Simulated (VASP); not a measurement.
A run of VASP 6.6.1:

POSCAR

```
GaN
1.0
    3.1799990132      0.0000000001      0.0000000000
   -1.5899995067      2.7539599294      0.0000000000
    0.0000000000      0.0000000000      5.1659989486
Ga N
2 2
Direct
    0.3333333333      0.6666666667      0.0000000000
    0.6666666667      0.3333333333      0.5000000000
    0.3333333333      0.6666666667      0.3750000000
    0.6666666667      0.3333333333      0.8750000000
```

Contents of INCAR.step1:

```
SYSTEM = GaN
  PREC = Accurate
  ENCUT = 520
  ISMEAR = 0
  SIGMA = 0.05
  LREAL = .FALSE.
  LASPH = .TRUE.
  NELM = 60
  NBANDS = 26
  GGA = PE
  ALGO = Normal
  EDIFF = 1E-4
  LWAVE = .TRUE.
  LCHARG = .FALSE.
```

File INCAR.step2:

```
SYSTEM = GaN
  PREC = Accurate
  ENCUT = 520
  EDIFF = 1E-6
  ISMEAR = 0
  SIGMA = 0.05
  LREAL = .FALSE.
  LASPH = .TRUE.
  NELM = 60
  ALGO = Normal
  ISIF = 2
  LWAVE = .FALSE.
  LCHARG = .FALSE.
  METAGGA = R2SCAN
  LMIXTAU = .TRUE.
  NBANDS = 26
  ISTART = 1
```

The input KPOINTS:

```
Automatic mesh
0
G
  12 12 8
  0 0 0
```

Potentials or basis: VASP PAW PBE potentials, release 64 (Ga_d, N).

Launch:

```console
$ cat potpaw_PBE.64/Ga_d/POTCAR potpaw_PBE.64/N/POTCAR > POTCAR
$ cp INCAR.step1 INCAR
$ mpirun -np 1 vasp_std > vasp.out
$ cp INCAR.step2 INCAR
$ mpirun -np 1 vasp_std > vasp.out
```

Hardware: 1 thread of Intel Xeon 8259CL, with other jobs on the host.

Task: Estimate the wall time of this run.

Result: Wall time 7.7 min on 1 thread of Intel Xeon 8259CL, on a shared host, peak memory 0.23 GiB. Counts: k points 95.
